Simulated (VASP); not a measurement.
# AlN (Fm-3m) in VASP: a series of runs

AlN is run at these levels: PBE, revPBE+D3(BJ); tasks: single point.

Program: VASP 6.6.1. These are calculated values, not measurements. Logs are shortened: lines on timing, memory, paths and dates and some standing lists are left out, and cuts for length are marked.

### Step 1. The cell of the first run

The structure is cubic, space group Fm-3m (No. 225). Conventional cell: a = 4.069 Å, b = 4.069 Å, c = 4.069 Å, α = 90.00°, β = 90.00°, γ = 90.00°. Within 2.7 Å of Al (site symmetry m-3m) lie 6 N at 2.03 Å. N (site symmetry m-3m) has 6 Al at 2.03 Å within 2.7 Å.

### Step 2. Single point, PBE

Contents of INCAR:

```
SYSTEM = AlN
  PREC = Accurate
  ENCUT = 600
  EDIFF = 1E-6
  ISMEAR = 0
  SIGMA = 0.1
  LREAL = .FALSE.
  LASPH = .TRUE.
  NELM = 120
  ALGO = Normal
  ISIF = 2
  LWAVE = .FALSE.
  LCHARG = .TRUE.
  GGA = PE
  LELF = .TRUE.
  LVHAR = .TRUE.
  NBANDS = 11
  GGA_COMPAT = .FALSE.
```

Contents of KPOINTS:

```
regular mesh
0
G
  4 4 4
  0 0 0
```

Contents of POSCAR:

```
AlN
1.0
    0.0000000000      2.0345180000      2.0345180000
    2.0345180000      0.0000000000      2.0345180000
    2.0345180000      2.0345180000      0.0000000000
Al N
1 1
Direct
    0.5000000000      0.5000000000      0.5000000000
    0.0000000000      0.0000000000      0.0000000000
```

Potentials or basis: VASP PAW PBE potentials, release 64 (Al, N).

Command:

```bash
$ cat potpaw_PBE.64/Al/POTCAR potpaw_PBE.64/N/POTCAR > POTCAR
$ mpirun -np 1 vasp_std > vasp.out
```

OUTCAR:

```text
SYSTEM = AlN
   PREC = Accurate
   ENCUT = 600
   EDIFF = 1E-6
   ISMEAR = 0
   LREAL = .FALSE.
   LASPH = .TRUE.
   NELM = 120
   ISIF = 2
   GGA = PE

 ion  position               nearest neighbor table
   1  0.500  0.500  0.500-   2 2.03   2 2.03   2 2.03   2 2.03   2 2.03   2 2.03
   2  0.000  0.000  0.000-   1 2.03   1 2.03   1 2.03   1 2.03   1 2.03   1 2.03

  LATTYP: Found a face centered cubic cell.
 ALAT       =     4.0690360000

  Lattice vectors:

 A1 = (   0.0000000000,   2.0345180000,   2.0345180000)
 A2 = (   2.0345180000,   0.0000000000,   2.0345180000)
 A3 = (   2.0345180000,   2.0345180000,   0.0000000000)

Analysis of symmetry for initial positions (statically):
=====================================================================
 Subroutine PRICEL returns:
 Original cell was already a primitive cell.

 Routine SETGRP: Setting up the symmetry group for a
 face centered cubic supercell.

 Subroutine GETGRP returns: Found 48 space group operations
 (whereof 48 operations were pure point group operations)
 out of a pool of 48 trial point group operations.

The static configuration has the point symmetry O_h .

Analysis of symmetry for dynamics (positions and initial velocities):
=====================================================================
 Subroutine PRICEL returns:
 Original cell was already a primitive cell.

 Routine SETGRP: Setting up the symmetry group for a
 face centered cubic supercell.

 Subroutine GETGRP returns: Found 48 space group operations
 (whereof 48 operations were pure point group operations)
 out of a pool of 48 trial point group operations.

The dynamic configuration has the point symmetry O_h .

 Subroutine INISYM returns: Found 48 space group operations
 (whereof 48 operations are pure point group operations),
 and found     1 'primitive' translations

----------------------------------------------------------------------------------------

                                     Primitive cell

  volume of cell :      16.8428

  direct lattice vectors                    reciprocal lattice vectors
     0.000000000  2.034518000  2.034518000    -0.245758455  0.245758455  0.245758455
     2.034518000  0.000000000  2.034518000     0.245758455 -0.245758455  0.245758455
     2.034518000  2.034518000  0.000000000     0.245758455  0.245758455 -0.245758455

  length of vectors
     2.877242948  2.877242948  2.877242948     0.425666130  0.425666130  0.425666130

  position of ions in fractional coordinates (direct lattice)
     0.500000000  0.500000000  0.500000000
     0.000000000  0.000000000  0.000000000

  ion indices of the primitive-cell ions
   primitive index   ion index
                 1           1
                 2           2

----------------------------------------------------------------------------------------

 KPOINTS: regular mesh

Automatic generation of k-mesh.
 Grid dimensions read from file:
 generate k-points for:    4    4    4

 Generating k-lattice:

  Cartesian coordinates                     Fractional coordinates (reciprocal lattice)
    -0.061439614  0.061439614  0.061439614     0.250000000  0.000000000  0.000000000
     0.061439614 -0.061439614  0.061439614     0.000000000  0.250000000  0.000000000
     0.061439614  0.061439614 -0.061439614     0.000000000  0.000000000  0.250000000

  Length of vectors
     0.106416533  0.106416533  0.106416533

  Shift w.r.t. Gamma in fractional coordinates (k-lattice)
     0.000000000  0.000000000  0.000000000

 Subroutine IBZKPT returns following result:
 ===========================================

 Found      8 irreducible k-points:

 Following reciprocal coordinates:
            Coordinates               Weight
  0.000000  0.000000  0.000000      1.000000
  0.250000  0.000000  0.000000      8.000000
  0.500000  0.000000  0.000000      4.000000
  0.250000  0.250000  0.000000      6.000000
  0.500000  0.250000  0.000000     24.000000
 -0.250000  0.250000  0.000000     12.000000
  0.500000  0.500000  0.000000      3.000000
 -0.250000  0.500000  0.250000      6.000000
   k-points           NKPTS =      8   k-points in BZ     NKDIM =      8   number of bands    NBANDS=     11
   number of dos      NEDOS =    301   number of ions     NIONS =      2
   total plane-waves  NPLWV =  13824
   dimension x,y,z NGX =    24 NGY =   24 NGZ =   24
   dimension x,y,z NGXF=    48 NGYF=   48 NGZF=   48
   ions per type =               1   1
   NGX,Y,Z   is equivalent  to a cutoff of  13.87, 13.87, 13.87 a.u.
   NGXF,Y,Z  is equivalent  to a cutoff of  27.73, 27.73, 27.73 a.u.
 SYSTEM =  AlN
   PREC   = accura    normal or accurate (medium, high low for compatibility)
   ISTART =      0    job   : 0-new  1-cont  2-samecut
   ICHARG =      2    charge: 1-file 2-atom 10-const
   ISPIN  =      1    spin polarized calculation?
   LNONCOLLINEAR =      F non collinear calculations
   LSORBIT =      F    spin-orbit coupling
   LASPH  =      T    aspherical Exc in radial PAW
   ENCUT  =  600.0 eV  44.10 Ry    6.64 a.u.   5.75  5.75  5.75*2*pi/ulx,y,z
   NELM   =    120;   NELMIN=  2; NELMDL= -5     # of ELM steps
   EDIFF  = 0.1E-05   stopping-criterion for ELM
   LREAL  =      F    real-space projection
   EDIFFG = 0.1E-04   stopping-criterion for IOM
   NSW    =      0    number of steps for IOM
   IBRION =     -1    ionic relax: 0-MD 1-quasi-New 2-CG
   NFREE  =      0    steps in history (QN), initial steepest desc. (CG)
   ISIF   =      2    stress and relaxation
   ISYM   =      2    0-nonsym 1-usesym 2-fastsym
   POTIM  = 0.5000    time-step for ionic-motion
   TEBEG  =    0.0;   TEEND  =   0.0 temperature during run
   PSTRESS=    0.0 pullay stress
   NELECT =       8.0000    total number of electrons
   NUPDOWN=      -1.0000    fix difference up-down
   EMIN   =  10.00;   EMAX   =-10.00  energy-range for DOS
   EFERMI =   0.00;   METHOD = LEGACY
   ISMEAR =     0;   SIGMA  =   0.10  broadening in eV -4-tet -1-fermi 0-gaus
   EFERMI_NEDOS =   21; number of points for ismear=-14 and -15
   IALGO  =     38    algorithm
   IMIX   =      4    mixing-type and parameters
     AMIX     =   0.40;   BMIX     =  1.00
     AMIX_MAG =   1.60;   BMIX_MAG =  1.00
  volume/ion in A,a.u.               =       8.42        56.83
  Fermi-wavevector in a.u.,A,eV,Ry     =   1.277321  2.413786 22.198561  1.631548
  Thomas-Fermi vector in A             =   2.409927
   LORBIT       =      0    0 simple, 1 ext, 2 COOP (PROOUT), +10 PAW based schemes
   GGA     = PE    functional components
   LHFCALC =     F    Hartree Fock is set to
   AEXX    =    0.0000 exact exchange contribution
   IVDW    =     0    specifies the selected vdW correction
   LEPSILON=     F    determine dielectric tensor
   LRPA    =     F    only Hartree local field effects (RPA)
 non-spin polarized calculation
 Gauss-broadening in eV      SIGMA  =   0.10
  energy-cutoff  :      600.00
  volume of cell :       16.84
 maximum number of plane-waves:       588
 NGX is ok and might be reduce to    24
   NGX = 11   NGY = 11   NGZ = 11

 number of electron       7.9999999 magnetization

 Free energy of the ion-electron system (eV)
  ---------------------------------------------------
  ext. energy  EPLUGINS =         0.00000000
  ---------------------------------------------------
  free energy    TOTEN  =       -14.46469655 eV

  energy without entropy =      -14.46469655  energy(sigma->0) =      -14.46469655

 E-fermi :  10.2660     XC(G=0): -12.1877

 val. band max:        9.7723927301   @ k =   0.0000   0.0000   0.0000
 cond. band min:      14.1445532136   @ k =   0.5000   0.5000   0.0000
 fundamental gap:      4.3721604835
 Fermi energy:        10.2659917799

 k-point     1 :       0.0000    0.0000    0.0000
  band No.  band energies     occupation
      1      -7.6304      2.00000
      2       9.7724      2.00000
      3       9.7724      2.00000
      4       9.7724      2.00000
      5      15.1616      0.00000
      6      21.8271      0.00000
      7      21.8271      0.00000
      8      21.8271      0.00000
      9      26.9196      0.00000
     10      27.3708      0.00000
     11      27.3708      0.00000

 k-point     2 :       0.2500    0.0000    0.0000
  band No.  band energies     occupation
      1      -6.4231      2.00000
      2       5.4566      2.00000
      3       9.2011      2.00000
      4       9.2011      2.00000
      5      16.4524      0.00000
      6      20.7240      0.00000
      7      21.9038      0.00000
      8      21.9038      0.00000
      9      25.7633      0.00000
     10      25.7633      0.00000
     11      26.6013      0.00000

 k-point     3 :       0.5000    0.0000    0.0000
  band No.  band energies     occupation
      1      -4.4335      2.00000
      2       1.5563      2.00000
      3       8.7258      2.00000
      4       8.7258      2.00000
      5      15.7531      0.00000
      6      20.5635      0.00000
      7      20.5635      0.00000
      8      22.7816      0.00000
      9      25.6101      0.00000
     10      30.1929      0.00000
     11      30.1929      0.00000

 k-point     4 :       0.2500    0.2500    0.0000
  band No.  band energies     occupation
      1      -6.0378      2.00000
      2       5.9690      2.00000
      3       8.1675      2.00000
      4       8.1675      2.00000
      5      17.2071      0.00000
      6      17.2416      0.00000
      7      20.7460      0.00000
      8      24.4725      0.00000
      9      24.4725      0.00000
     10      29.2989      0.00000
     11      31.9865      0.00000

 k-point     5 :       0.5000    0.2500    0.0000
  band No.  band energies     occupation
      1      -4.0862      2.00000
      2       2.9949      2.00000
      3       5.9938      2.00000
      4       7.7630      2.00000
      5      16.1727      0.00000
      6      19.0198      0.00000
      7      21.2968      0.00000
      8      23.3771      0.00000
      9      26.2144      0.00000
     10      31.8285      0.00000
     11      32.1929      0.00000

 k-point     6 :      -0.2500    0.2500    0.0000
  band No.  band energies     occupation
      1      -4.7690      2.00000
      2       3.8784      2.00000
      3       5.6892      2.00000
      4       8.6718      2.00000
      5      17.9602      0.00000
      6      20.0691      0.00000
      7      20.2053      0.00000
      8      22.0801      0.00000
      9      26.2437      0.00000
     10      28.7317      0.00000
     11      30.9504      0.00000

 k-point     7 :       0.5000    0.5000    0.0000
  band No.  band energies     occupation
      1      -3.4739      2.00000
      2       2.4882      2.00000
      3       7.0088      2.00000
      4       7.0088      2.00000
      5      14.1446      0.00000
      6      15.0577      0.00000
      7      23.5874      0.00000
      8      26.6959      0.00000
      9      26.6959      0.00000
     10      32.6863      0.00000
     11      35.4005      0.00000

 k-point     8 :      -0.2500    0.5000    0.2500
  band No.  band energies     occupation
      1      -3.3191      2.00000
      2       4.1473      2.00000
      3       4.1473      2.00000
      4       5.8880      2.00000
      5      17.6393      0.00000
      6      20.3632      0.00000
      7      20.3632      0.00000
      8      21.7574      0.00000
      9      28.7551      0.00000
     10      28.7551      0.00000
     11      34.5113      0.00000

------------------------ aborting loop because EDIFF is reached ----------------------------------------

  FORCE on cell =-STRESS in cart. coord.  units (eV):
  Direction    XX          YY          ZZ          XY          YZ          ZX
  --------------------------------------------------------------------------------------
  -------------------------------------------------------------------------------------
  Total       -0.0100018     -0.0100018     -0.0100018     -0.0000000      0.0000000      0.0000000
  in kB       -0.9514254     -0.9514254     -0.9514254     -0.0000000      0.0000000      0.0000000
  external PRESSURE =      -0.9514254 kB  Pullay stress =       0.0000000 kB

 VOLUME and BASIS-vectors are now :
 -----------------------------------------------------------------------------
  energy-cutoff  :      600.00
  volume of cell :       16.84
      direct lattice vectors                 reciprocal lattice vectors
     0.000000000  2.034518000  2.034518000    -0.245758455  0.245758455  0.245758455
     2.034518000  0.000000000  2.034518000     0.245758455 -0.245758455  0.245758455
     2.034518000  2.034518000  0.000000000     0.245758455  0.245758455 -0.245758455

 POSITION                                       TOTAL-FORCE (eV/Angst)
 -----------------------------------------------------------------------------------
      2.03452      2.03452      2.03452         0.000000     -0.000000     -0.000000
      0.00000      0.00000      0.00000         0.000000      0.000000      0.000000
 -----------------------------------------------------------------------------------
    total drift:                                0.000000     -0.000000     -0.000000

  FREE ENERGIE OF THE ION-ELECTRON SYSTEM (eV)
  ---------------------------------------------------
  free  energy   TOTEN  =       -14.4646965532 eV

  energy  without entropy=      -14.4646965532  energy(sigma->0) =      -14.46469655
```

It used 3.8 s of CPU time on 1 thread of AMD EPYC 7R13 Processor (Zen 3), on a shared host.

What came out:

```yaml
Free_energy: -14.4647 eV
Pressure: -0.1 GPa
Band_gap_on_the_k_mesh: 4.37 eV, indirect (least direct gap 5.39 eV)
```

Levels at points of the mesh, in eV from the valence-band top:
```tsv
k point	band 1	band 2	band 3	band 4	band 5	band 6	band 7	band 8	band 9
(0.00, 0.00, 0.00)	-17.40	0.00	0.00	0.00	5.39	12.05	12.05	12.05	17.15
(0.50, 0.00, 0.00)	-14.21	-8.22	-1.05	-1.05	5.98	10.79	10.79	13.01	15.84
(0.50, 0.50, 0.00)	-13.25	-7.28	-2.76	-2.76	4.37	5.29	13.81	16.92	16.92
```

Caveat: the k points lie up to 0.67 Å⁻¹ apart.

### Step 3. Single point, revPBE+D3(BJ)

Contents of INCAR:

```
SYSTEM = AlN
PREC = Accurate ; ENCUT = 600
EDIFF = 1E-6 ; ISMEAR = 1
SIGMA = 0.098 ; LREAL = .FALSE.
LASPH = .TRUE. ; NELM = 120
ALGO = Normal ; ISIF = 2
LWAVE = .FALSE. ; LCHARG = .FALSE.
GGA = RE ; IVDW = 12
NBANDS = 11 ; GGA_COMPAT = .FALSE.
```

Contents of KPOINTS:

```
Automatic mesh
0
G
  4 4 4
  0 0 0
```

POSCAR is that of step 2.

Potentials or basis: VASP PAW PBE potentials, release 64 (Al, N).

Command:

```bash
$ cat potpaw_PBE.64/Al/POTCAR potpaw_PBE.64/N/POTCAR > POTCAR
$ mpirun -np 1 vasp_std > vasp.out
```

It used 3.7 s of CPU time on 1 thread of AMD EPYC 7R13 Processor (Zen 3), on a shared host.

It converged, with:

| Quantity | Value |
| --- | --- |
| Free energy | -15.1344 eV |
| Pressure | -10.0 GPa |
| Band gap on the k mesh | 4.47 eV, indirect (least direct gap 5.41 eV) |
| Dispersion energy per atom | -0.652 eV |

Levels at points of the mesh, in eV from the valence-band top:
```
           k point  band 1  band 2  band 3  band 4  band 5  band 6  band 7  band 8  band 9
(0.00, 0.00, 0.00)  -17.44    0.00    0.00    0.00    5.41   12.06   12.06   12.06   17.14
(0.50, 0.00, 0.00)  -14.26   -8.20   -1.05   -1.05    5.99   10.86   10.86   13.11   15.91
(0.50, 0.50, 0.00)  -13.31   -7.28   -2.76   -2.76    4.47    5.28   13.88   17.03   17.03
```

Caveat: the k points lie up to 0.67 Å⁻¹ apart; three body term missing; the PAW data sets were made with another functional, which shifts forces and pressure a little. A k mesh can miss the band edges.
